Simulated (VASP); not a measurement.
Set up this calculation in VASP 6.6.1, as the native input.

- Task: single point
- Functional: PBE
- Potentials or basis: VASP PAW PBE potentials, release 64 (Nb_sv, N)
- Cutoff: 600 eV
- k mesh: 13 × 13 × 13
- Occupations: fermi-dirac, width 0.08 eV
- Spin: no spin polarisation
- Dipole correction: no
- Further INCAR settings: ALGO = Normal; EDIFF = 1e-06; NBANDS = 16

The structure of NbN lies in POSCAR:

```
NbN
1.0
    0.0000000000      2.1797713683      2.1797713683
    2.1797713683      0.0000000000      2.1797713683
    2.1797713683      2.1797713683      0.0000000000
Nb N
1 1
Direct
    0.5000000000      0.5000000000      0.5000000000
    0.0000000000      0.0000000000      0.0000000000
```

One way to write it, as run:

INCAR

```
PREC = Accurate
ENCUT = 600
EDIFF = 1E-6
ISMEAR = -1
SIGMA = 0.08
LREAL = False
LASPH = True
NELM = 120
ALGO = Normal
ISIF = 2
LWAVE = False
LCHARG = True
GGA = PE
LELF = True
LVHAR = True
NBANDS = 16
GGA_COMPAT = False
```

KPOINTS

```
Automatic mesh
0
Gamma
  13 13 13
```

Potentials or basis: VASP PAW PBE potentials, release 64 (Nb_sv, N).

Launch:

```bash
$ cat potpaw_PBE.64/Nb_sv/POTCAR potpaw_PBE.64/N/POTCAR > POTCAR
$ mpirun -np 1 vasp_std > vasp.out
```

It gave:

- Pressure: 13.5 GPa
- Band gap on the k mesh: zero (bands 9 and 10 overlap by 3.54 eV)

Caveat: the cell stands under pressure.

It took 28 s on 1 thread of Intel(R) Xeon(R) Platinum 8375C CPU @ 2.90GHz (Ice Lake), on a shared host, peak memory 0.18 GiB.
